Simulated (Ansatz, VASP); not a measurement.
# Two plane-wave programs on Ru

```xyz
8
Lattice="2.6895 0.0000 0.0000 -1.3448 2.3292 0.0000 0.0000 0.0000 17.0077" Properties=species:S:1:pos:R:3 pbc="T T T"
Ru    0.0000    0.0000    0.0000
Ru    0.0000    1.5528    2.1260
Ru    1.3448    0.7764    4.2519
Ru    0.0000    0.0000    6.3779
Ru    1.3448    0.7764    8.5039
Ru    0.0000    1.5528   10.6298
Ru    0.0000    0.0000   12.7558
Ru    1.3448    0.7764   14.8818
```

Alike in both runs: task relaxation of cell and atoms; functional PBEsol; k mesh 18 × 18 × 3; occupations gaussian, width 0.1 eV; no spin polarisation.

```csv
,VASP,Ansatz
version,VASP 6.6.1,Ansatz 0.2.0
potentials or method,"VASP PAW PBE potentials, release 64 (Ru_pv), cutoff 600 eV","scalar-relativistic, plane waves, PAW"
valence electrons in the cell,112,128
```

Ansatz gave:

| Item | Value |
| --- | --- |
| gap on the k mesh at the Fermi level, each at its own relaxed structure (eV) | none |
| relaxed volume (Å³/atom) | 13.37 |
| relaxed length of the cell vector where the two differ most in proportion (Å) | 17.304 |

Problem. Estimate VASP's values.

Solution. gap on the k mesh at the Fermi level, each at its own relaxed structure (eV): none; relaxed volume (Å³/atom): 13.37; relaxed length of the cell vector where the two differ most in proportion (Å): 17.303.

VASP's potentials were made for PBE, not for PBEsol. A gap of «none» marks a metal or a gap that the smearing closes. VASP's potentials hold 112 valence electrons a cell and Ansatz's 128, so a difference there can come from the potentials and not from the codes.
